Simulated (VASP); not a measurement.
**C: single point with PBE**

Crystal: C.

```
C
1.0
     2.50517    0.00000    0.00000
    -1.25259    2.16954    0.00000
     0.00000    0.00000    8.18182
C
8
Direct
  0.66667 0.33333 0.84375
  0.33333 0.66667 0.34375
  0.66667 0.33333 0.65625
  0.33333 0.66667 0.15625
  0.00000 0.00000 0.90625
  0.00000 0.00000 0.40625
  0.00000 0.00000 0.59375
  0.00000 0.00000 0.09375
```

```json
{
  "Program": "VASP 6.6.1",
  "Task": "single point",
  "Functional": "PBE",
  "Potentials or basis": "VASP PAW PBE potentials, release 64 (C)",
  "Cutoff": "520 eV",
  "k mesh": "12 × 12 × 4",
  "Occupations": "fermi-dirac, width 0.05 eV",
  "Spin": "no spin polarisation"
}
```

- Pressure: 12.3 GPa
- Largest force: 0.342 eV/Å
- Band gap on the k mesh: 4.46 eV (least direct gap 5.23 eV)

Forces on the atoms (eV/Å):
```
C    0.000  0.000  0.331
C    0.000  0.000  0.331
C    0.000  0.000 -0.331
C    0.000  0.000 -0.331
C    0.000  0.000  0.342
C    0.000  0.000  0.342
C    0.000  0.000 -0.342
C    0.000  0.000 -0.342
```

Stress tensor (GPa, compression positive):
```
 7.95  0.00  0.00
 0.00  7.95  0.00
 0.00  0.00 20.93
```

Levels at points of the mesh, in eV from the valence-band top:
| k point | band 14 | band 15 | band 16 | band 17 | band 18 | band 19 |
| --- | --- | --- | --- | --- | --- | --- |
| (0.00, 0.00, 0.00) | -0.23 | 0.00 | 0.00 | 5.23 | 5.23 | 5.77 |
| (0.50, 0.00, 0.00) | -4.62 | -3.78 | -2.99 | 4.50 | 5.68 | 5.91 |
| (0.00, 0.00, 0.50) | -0.69 | -0.69 | -0.69 | 6.03 | 6.03 | 6.03 |
| (0.50, 0.00, 0.50) | -4.81 | -3.73 | -3.73 | 4.87 | 4.87 | 7.17 |

Wall time 34 s on 1 thread of Intel(R) Xeon(R) Platinum 8559C (Emerald Rapids), with other jobs on the host, peak memory 0.18 GiB.

Caveat: the stress differs along the axes, from 8 to 21 GPa. A hybrid or GW would open this gap; PBE tends to underestimate it.
